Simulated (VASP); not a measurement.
Input of a VASP 6.6.1 run:

INCAR

```
PREC = Accurate
ENCUT = 520
EDIFF = 1E-6
ISMEAR = 0
SIGMA = 0.05
LREAL = F
LASPH = T
NELM = 100
ALGO = Normal
ISIF = 2
LWAVE = F
LCHARG = F
GGA = PE
NBANDS = 11
```

KPOINTS

```
regular mesh
0
Gamma
  12 12 12
```

Contents of POSCAR:

```
C
1.0
    0.0000000000      1.8528121047      1.7858429925
    1.7188738803      0.0000000000      1.7858429925
    1.7188738803      1.8528121047      0.0000000000
C
2
Direct
    0.5000000000      0.5000000000      0.5000000000
    0.7500000000      0.7500000000      0.7500000000
```

Potentials or basis: VASP PAW PBE potentials, release 64 (C).

Command:

```console
$ cat potpaw_PBE.64/C/POTCAR > POTCAR
$ mpirun -np 1 vasp_std > vasp.out
```

Question: Estimate the band gap on the k mesh.

Answer: 2.75 eV, indirect (least direct gap 4.61 eV).

Question: Predict the pressure.

Answer: 1.3 GPa.

Stress tensor (GPa, compression positive):
```
 34.91   0.00   0.00
  0.00 -34.48   0.00
  0.00   0.00   3.58
```

Caveat: the cell differs from its parent crystal (strain +e along x and -e along y -0.0375, strain +e along z and -e/2 along x and y +0.0000). A k mesh can miss the band edges.
